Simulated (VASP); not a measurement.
Input of a VASP 6.6.1 run:

INCAR

```
  ALGO = Normal
  EDIFF = 1E-6
  EDIFFG = -0.04
  ENCUT = 600
  GGA = PE
  IBRION = 2
  ISIF = 3
  ISMEAR = 0
  LASPH = T
  LCHARG = F
  LREAL = F
  LWAVE = F
  NELM = 60
  NSW = 90
  PREC = Accurate
  SIGMA = 0.1
```

Contents of KPOINTS:

```
k-points
0
Gamma
  6 6 2
```

POSCAR

```
Mg2Ge3N
1.0
    3.2737456200      0.0000000000      0.0000000000
   -1.6368728100      2.8351468700      0.0000000000
    0.0000000000      0.0000000000      9.0075133700
Mg Ge N
2 3 1
Direct
    0.6666666700      0.3333333300      0.3583869900
    0.3333333300      0.6666666700      0.6416130100
    0.6666666700      0.3333333300      0.7769010100
    0.3333333300      0.6666666700      0.2230989900
    0.0000000000      0.0000000000      0.5000000000
    0.0000000000      0.0000000000      0.0000000000
```

Potentials or basis: VASP PAW PBE potentials, release 64 (Mg, Ge_d, N).

Command:

```console
$ cat potpaw_PBE.64/Mg/POTCAR potpaw_PBE.64/Ge_d/POTCAR potpaw_PBE.64/N/POTCAR > POTCAR
$ mpirun -np 1 vasp_std > vasp.out
```

Question: Predict the space group after relaxing (to 0.1 Å).

Answer: P-3m1 (No. 164).

Question: Predict the relaxed volume.

Answer: 16.92 Å³/atom.

Step by step:
```csv
step,energy change (eV),largest force (eV/Å),pressure (GPa),volume (Å³)
1,0.0000,8.1125,51.27,83.60
2,-6.8926,1.8572,-8.69,149.74
3,-7.2487,2.5987,-3.98,128.78
4,-7.2552,2.5369,-4.51,130.15
5,-8.2470,2.4921,-3.82,123.17
6,-9.6305,0.9946,6.37,102.73
7,-10.1817,0.3651,0.04,112.39
8,-10.1874,0.3255,-0.44,113.40
9,-10.2856,0.3338,0.24,112.79
10,-10.4772,0.6142,2.83,110.33
11,-10.4744,1.0833,4.30,109.01
12,-10.5100,1.0801,3.94,109.61
13,-10.6071,1.1010,2.79,111.37
14,-10.7261,1.3278,1.13,114.60
15,-10.5365,1.9856,-0.54,119.94
16,-10.7276,1.5028,0.44,116.16
17,-10.7331,1.4258,0.65,115.57
18,-10.7951,1.2757,-0.06,116.08
19,-10.9219,0.7034,-2.24,117.61
20,-10.9603,0.2338,-6.01,120.70
21,-10.9723,0.3178,-4.89,119.61
22,-11.0274,0.3061,-5.02,118.60
23,-11.1779,0.2434,-4.66,115.61
24,-11.3044,0.7857,-3.66,109.71
25,-11.4075,0.5371,-2.38,106.99
26,-11.5166,0.1454,1.02,101.60
27,-11.5198,0.1336,1.71,100.45
28,-11.5626,0.1507,1.34,100.78
29,-11.5904,0.1494,0.48,101.30
30,-11.5907,0.1389,0.55,101.26
31,-11.5936,0.0992,0.04,101.88
32,-11.5938,0.0839,-0.29,102.12
33,-11.5938,0.0878,0.02,102.06
34,-11.5938,0.0852,-0.18,102.10
35,-11.5946,0.0692,-0.27,101.99
36,-11.5959,0.0420,0.01,101.65
37,-11.5959,0.0467,0.02,101.56
38,-11.5964,0.0102,0.16,101.54
```

Caveat: the k points lie up to 0.37 Å⁻¹ apart in the final cell, too coarse for converged energies and pressures of a metal; the volume moved by over 15 % at a fixed basis, so the end points are rough; an odd number of electrons without spin polarisation forces a metal; a magnetic or distorted state may lie lower.
